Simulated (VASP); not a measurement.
A run of VASP 6.6.1 is set up as follows.

Contents of INCAR:

```
PREC     = Accurate       # precision mode
ENCUT    = 520            # plane-wave cutoff, eV
EDIFF    = 1E-6           # SCF threshold, eV
ISMEAR   = 1              # smearing method
SIGMA    = 0.1            # smearing width, eV
LREAL    = F              # projectors in reciprocal space
LASPH    = T              # aspherical terms in the spheres
NELM     = 80             # most SCF steps
ALGO     = Normal         # electronic algorithm
ISIF     = 2              # what is computed and relaxed
LWAVE    = F              # write WAVECAR
LCHARG   = F              # write CHGCAR
GGA      = PS             # functional
NBANDS   = 18             # bands
```

File KPOINTS:

```
Automatic mesh
0
Gamma
  9 9 5
```

POSCAR

```
Sc
1.0
    3.2504638315      0.0000000000      0.0000000000
   -1.6252319157      2.8149842521      0.0000000000
    0.0000000000      0.0000000000      5.1800154443
Sc
2
Direct
    0.3333333333      0.6666666667      0.2500000000
    0.6666666667      0.3333333333      0.7500000000
```

Potentials or basis: VASP PAW PBE potentials, release 64 (Sc_sv).

Command:

```sh
$ cat potpaw_PBE.64/Sc_sv/POTCAR > POTCAR
$ mpirun -np 1 vasp_std > vasp.out
```

(1) What does it give for the band gap on the k mesh?

(2) Predict the pressure.

Results:

(1) zero (bands 11 and 12 overlap by 1.22 eV).

(2) -0.1 GPa.

Caveat: the PAW data sets were made with another functional, which shifts forces and pressure a little.
